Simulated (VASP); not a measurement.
# Te2Mo in VASP: a series of runs

The runs below take Te2Mo through single point, with PBEsol.

Program: VASP 6.6.1. These are calculated values, not measurements. Logs are shortened: lines on timing, memory, paths and dates and some standing lists are left out, and cuts for length are marked.

## (1) The cell of the first run

The cell holds a slab with vacuum, 3 atoms: a = 3.386 Å, b = 3.386 Å, c = 17.842 Å, α = 90.00°, β = 90.00°, γ = 120.00°.

## (2) Single point, PBEsol (biaxial strain in the a-b plane: -3.0 %, then relaxed in part)

File INCAR:

```
SYSTEM = Te2Mo
  PREC = Accurate
  ENCUT = 520
  EDIFF = 1E-7
  ISMEAR = 0
  SIGMA = 0.02
  LREAL = .FALSE.
  LASPH = .TRUE.
  NELM = 80
  ALGO = Normal
  ISIF = 2
  LWAVE = .FALSE.
  LCHARG = .TRUE.
  GGA = PS
  LELF = .TRUE.
  LVHAR = .TRUE.
  NBANDS = 20
```

File KPOINTS:

```
regular mesh
0
G
  12 12 2
  0 0 0
```

File POSCAR:

```
Te2Mo
1.0
    3.3863427868      0.0000000000      0.0000000000
   -1.6931713934      2.9326588793      0.0000000000
    0.0000000000      0.0000000000     17.8419274106
Te Mo
2 1
Direct
    0.3333333333      0.6666666667      0.8965543980
    0.3333333333      0.6666666667      0.1034456020
    0.0000000000      0.0000000000      0.0000000000
```

Potentials or basis: VASP PAW PBE potentials, release 64 (Te, Mo_sv).

Command:

```bash
$ cat potpaw_PBE.64/Te/POTCAR potpaw_PBE.64/Mo_sv/POTCAR > POTCAR
$ mpirun -np 1 vasp_std > vasp.out
```

OUTCAR:

```text
SYSTEM = Te2Mo
   PREC = Accurate
   ENCUT = 520
   EDIFF = 1E-7
   ISMEAR = 0
   LREAL = .FALSE.
   LASPH = .TRUE.
   NELM = 80
   ISIF = 2
   GGA = PS

 ion  position               nearest neighbor table
   1  0.333  0.667  0.897-   3 2.69   3 2.69   3 2.69
   2  0.333  0.667  0.103-   3 2.69   3 2.69   3 2.69
   3  0.000  0.000  0.000-   1 2.69   2 2.69   1 2.69   2 2.69   1 2.69   2 2.69

  LATTYP: Found a hexagonal cell.
 ALAT       =     3.3863427868
 C/A-ratio  =     5.2687895272

  Lattice vectors:

 A1 = (   3.3863427868,   0.0000000000,   0.0000000000)
 A2 = (  -1.6931713934,   2.9326588793,   0.0000000000)
 A3 = (   0.0000000000,   0.0000000000,  17.8419274106)

Analysis of symmetry for initial positions (statically):
=====================================================================
 Subroutine PRICEL returns:
 Original cell was already a primitive cell.

 Routine SETGRP: Setting up the symmetry group for a
 hexagonal supercell.

 Subroutine GETGRP returns: Found 12 space group operations
 (whereof 12 operations were pure point group operations)
 out of a pool of 24 trial point group operations.

The static configuration has the point symmetry D_3h.

Analysis of symmetry for dynamics (positions and initial velocities):
=====================================================================
 Subroutine PRICEL returns:
 Original cell was already a primitive cell.

 Routine SETGRP: Setting up the symmetry group for a
 hexagonal supercell.

 Subroutine GETGRP returns: Found 12 space group operations
 (whereof 12 operations were pure point group operations)
 out of a pool of 24 trial point group operations.

The dynamic configuration has the point symmetry D_3h.

 Subroutine INISYM returns: Found 12 space group operations
 (whereof 12 operations are pure point group operations),
 and found     1 'primitive' translations

----------------------------------------------------------------------------------------

                                     Primitive cell

  volume of cell :     177.1880

  direct lattice vectors                    reciprocal lattice vectors
     3.386342787  0.000000000  0.000000000     0.295303832  0.170493747  0.000000000
[... 78 lines left out ...]
 SYSTEM =  Te2Mo
   PREC   = accura    normal or accurate (medium, high low for compatibility)
   ISTART =      0    job   : 0-new  1-cont  2-samecut
   ICHARG =      2    charge: 1-file 2-atom 10-const
   ISPIN  =      1    spin polarized calculation?
   LNONCOLLINEAR =      F non collinear calculations
   LSORBIT =      F    spin-orbit coupling
   LASPH  =      T    aspherical Exc in radial PAW
   ENCUT  =  520.0 eV  38.22 Ry    6.18 a.u.   6.30  6.30 33.17*2*pi/ulx,y,z
   NELM   =     80;   NELMIN=  2; NELMDL= -5     # of ELM steps
   EDIFF  = 0.1E-06   stopping-criterion for ELM
   LREAL  =      F    real-space projection
   EDIFFG = 0.1E-05   stopping-criterion for IOM
   NSW    =      0    number of steps for IOM
   IBRION =     -1    ionic relax: 0-MD 1-quasi-New 2-CG
   NFREE  =      0    steps in history (QN), initial steepest desc. (CG)
   ISIF   =      2    stress and relaxation
   ISYM   =      2    0-nonsym 1-usesym 2-fastsym
   POTIM  = 0.5000    time-step for ionic-motion
   TEBEG  =    0.0;   TEEND  =   0.0 temperature during run
   PSTRESS=    0.0 pullay stress
   NELECT =      26.0000    total number of electrons
   NUPDOWN=      -1.0000    fix difference up-down
   EMIN   =  10.00;   EMAX   =-10.00  energy-range for DOS
   EFERMI =   0.00;   METHOD = LEGACY
   ISMEAR =     0;   SIGMA  =   0.02  broadening in eV -4-tet -1-fermi 0-gaus
   EFERMI_NEDOS =   21; number of points for ismear=-14 and -15
   IALGO  =     38    algorithm
   IMIX   =      4    mixing-type and parameters
     AMIX     =   0.40;   BMIX     =  1.00
     AMIX_MAG =   1.60;   BMIX_MAG =  1.00
  volume/ion in A,a.u.               =      59.06       398.57
  Fermi-wavevector in a.u.,A,eV,Ry     =   0.863484  1.631749 10.144578  0.745605
  Thomas-Fermi vector in A             =   1.981441
   LORBIT       =      0    0 simple, 1 ext, 2 COOP (PROOUT), +10 PAW based schemes
   GGA     = PS    functional components
   LHFCALC =     F    Hartree Fock is set to
   AEXX    =    0.0000 exact exchange contribution
   IVDW    =     0    specifies the selected vdW correction
   LEPSILON=     F    determine dielectric tensor
   LRPA    =     F    only Hartree local field effects (RPA)
 non-spin polarized calculation
 Gauss-broadening in eV      SIGMA  =   0.02
  energy-cutoff  :      520.00
  volume of cell :      177.19
 maximum number of plane-waves:      4806
 NGX is ok and might be reduce to    28
   NGX = 13   NGY = 13   NGZ = 67

 number of electron      25.9999998 magnetization

 Free energy of the ion-electron system (eV)
  ---------------------------------------------------
  ext. energy  EPLUGINS =         0.00000000
  ---------------------------------------------------
  free energy    TOTEN  =       -19.54323527 eV

  energy without entropy =      -19.54323527  energy(sigma->0) =      -19.54323527

 E-fermi :   0.8307     XC(G=0):  -4.9108

 val. band max:        0.6436177271   @ k =   0.5000   0.0000   0.5000
 cond. band min:       1.7339232192   @ k =   0.2500   0.1667   0.0000
 fundamental gap:      1.0903054921
 Fermi energy:         0.8307044112

 k-point     1 :       0.0000    0.0000    0.0000
  band No.  band energies     occupation
      1     -59.9066      2.00000
      2     -34.1885      2.00000
      3     -33.9297      2.00000
      4     -33.9297      2.00000
      5     -12.5805      2.00000
      6     -11.6796      2.00000
[... 541 lines left out ...]
     19       6.5879      0.00000
     20       6.6462      0.00000

 [... further k-points ...]
[... 5 lines left out ...]
  --------------------------------------------------------------------------------------
  -------------------------------------------------------------------------------------
  Total        2.4029237      2.4029237      0.0926528      0.0000000      0.0000000      0.0000000
  in kB       21.7278283     21.7278283      0.8377896      0.0000000      0.0000000      0.0000000
  external PRESSURE =      14.7644821 kB  Pullay stress =       0.0000000 kB

 VOLUME and BASIS-vectors are now :
 -----------------------------------------------------------------------------
  energy-cutoff  :      520.00
  volume of cell :      177.19
      direct lattice vectors                 reciprocal lattice vectors
     3.386342787  0.000000000  0.000000000     0.295303832  0.170493747  0.000000000
    -1.693171393  2.932658879  0.000000000     0.000000000  0.340987493  0.000000000
     0.000000000  0.000000000 17.841927411     0.000000000  0.000000000  0.056047756

 POSITION                                       TOTAL-FORCE (eV/Angst)
 -----------------------------------------------------------------------------------
     -0.00000      1.95511     15.99626         0.000000      0.000000     -0.028301
     -0.00000      1.95511      1.84567        -0.000000      0.000000      0.028301
      0.00000      0.00000      0.00000        -0.000000     -0.000000     -0.000000
 -----------------------------------------------------------------------------------
    total drift:                                0.000000     -0.000000     -0.000000

  FREE ENERGIE OF THE ION-ELECTRON SYSTEM (eV)
  ---------------------------------------------------
  free  energy   TOTEN  =       -19.5432352749 eV

  energy  without entropy=      -19.5432352749  energy(sigma->0) =      -19.54323527
```

OSZICAR:

```text
N       E                     dE             d eps       ncg     rms          rms(c)
DAV:   1     0.139155211014E+03    0.13916E+03   -0.11530E+04  1968   0.105E+03
DAV:   2    -0.115731995464E+02   -0.15073E+03   -0.14724E+03  2004   0.230E+02
DAV:   3    -0.201168038841E+02   -0.85436E+01   -0.84422E+01  2044   0.461E+01
[... 16 lines left out ...]
DAV:  20    -0.195432297166E+02   -0.77970E-05   -0.44374E-07  1524   0.308E-03    0.208E-03
DAV:  21    -0.195432347365E+02   -0.50199E-05   -0.22570E-07  1460   0.126E-03    0.101E-03
DAV:  22    -0.195432351183E+02   -0.38186E-06   -0.84031E-09  1352   0.380E-04    0.621E-04
DAV:  23    -0.195432352569E+02   -0.13859E-06   -0.79166E-09  1148   0.427E-04    0.224E-04
DAV:  24    -0.195432352749E+02   -0.17935E-07   -0.94827E-10  1104   0.141E-04
   1 F= -.19543235E+02 E0= -.19543235E+02  d E =-.233081E-41
```

Wall time 3.8 min (1 thread of Intel Xeon Platinum 8259CL at 2.50GHz (Skylake/Cascade Lake), shared host); peak memory 0.39 GiB.

What came out:

```
Free energy            : -19.5432 eV
Largest force          : 0.028 eV/Å
Band gap on the k mesh : 1.09 eV, indirect (least direct gap 1.49 eV)
```

Forces on the atoms (eV/Å):
```
Te   0.000  0.000 -0.028
Te   0.000  0.000  0.028
Mo   0.000  0.000  0.000
```

Levels at points of the mesh, in eV from the valence-band top:
```
           k point  band 11  band 12  band 13  band 14  band 15  band 16
(0.00, 0.00, 0.00)    -1.01    -0.72    -0.72     3.56     3.56     3.84
(0.50, 0.00, 0.00)    -2.05    -0.96     0.00     1.73     1.82     3.30
(0.00, 0.00, 0.50)    -1.01    -0.72    -0.72     3.56     3.56     3.84
(0.50, 0.00, 0.50)    -2.05    -0.96     0.00     1.73     1.82     3.30
```

Caveat: the cell differs from its parent crystal (biaxial strain in the a-b plane: -3.0 %, then relaxed in part); the PAW data sets were made with another functional, which shifts forces and pressure a little; spin-orbit coupling is left out, which moves the levels of the heavy elements.

## (3) Single point, PBEsol (biaxial strain in the a-b plane: -3.0 %)

File INCAR:

```
PREC     = Accurate       # precision mode
ENCUT    = 520            # plane-wave cutoff, eV
EDIFF    = 1E-6           # SCF threshold, eV
ISMEAR   = 0              # smearing method
SIGMA    = 0.02           # smearing width, eV
LREAL    = False          # projectors in reciprocal space
LASPH    = True           # aspherical terms in the spheres
NELM     = 100            # most SCF steps
ALGO     = Normal         # electronic algorithm
ISIF     = 2              # what is computed and relaxed
LWAVE    = False          # write WAVECAR
LCHARG   = False          # write CHGCAR
GGA      = PS             # functional
NBANDS   = 20             # bands
```

File KPOINTS:

```
regular mesh
0
Gamma
  12 12 2
```

File POSCAR:

```
Te2Mo
1.0
    3.3863427868      0.0000000000      0.0000000000
   -1.6931713934      2.9326588793      0.0000000000
    0.0000000000      0.0000000000     17.8418994653
Te Mo
2 1
Direct
    0.3333333333      0.6666666667      0.8968480970
    0.3333333333      0.6666666667      0.1031519030
    0.0000000000      0.0000000000      0.0000000000
```

Potentials or basis: VASP PAW PBE potentials, release 64 (Te, Mo_sv).

Command:

```bash
$ cat potpaw_PBE.64/Te/POTCAR potpaw_PBE.64/Mo_sv/POTCAR > POTCAR
$ mpirun -np 1 vasp_std > vasp.out
```

Run time: 3.8 min. Hardware: 1 thread of Intel Xeon Platinum 8259CL at 2.50GHz (Skylake/Cascade Lake), shared host; peak memory 0.38 GiB.

The run converged. Its results:

- Free energy: -19.5426 eV
- Largest force: 0.104 eV/Å
- Band gap on the k mesh: 1.11 eV, indirect (least direct gap 1.49 eV)

Forces in eV/Å, atoms in the order of the input:
```
Te   0.000  0.000 -0.104
Te   0.000  0.000  0.104
Mo   0.000  0.000  0.000
```

Levels at points of the mesh, in eV from the valence-band top:
| k point | band 11 | band 12 | band 13 | band 14 | band 15 | band 16 |
| --- | --- | --- | --- | --- | --- | --- |
| (0.00, 0.00, 0.00) | -0.99 | -0.73 | -0.73 | 3.57 | 3.57 | 3.86 |
| (0.50, 0.00, 0.00) | -2.03 | -0.95 | 0.00 | 1.73 | 1.83 | 3.32 |
| (0.00, 0.00, 0.50) | -0.99 | -0.73 | -0.73 | 3.57 | 3.57 | 3.86 |
| (0.50, 0.00, 0.50) | -2.03 | -0.95 | 0.00 | 1.73 | 1.83 | 3.32 |

Caveat: the cell differs from its parent crystal (biaxial strain in the a-b plane: -3.0 %); the PAW data sets were made with another functional, which shifts forces and pressure a little; spin-orbit coupling is left out, which moves the levels of the heavy elements.
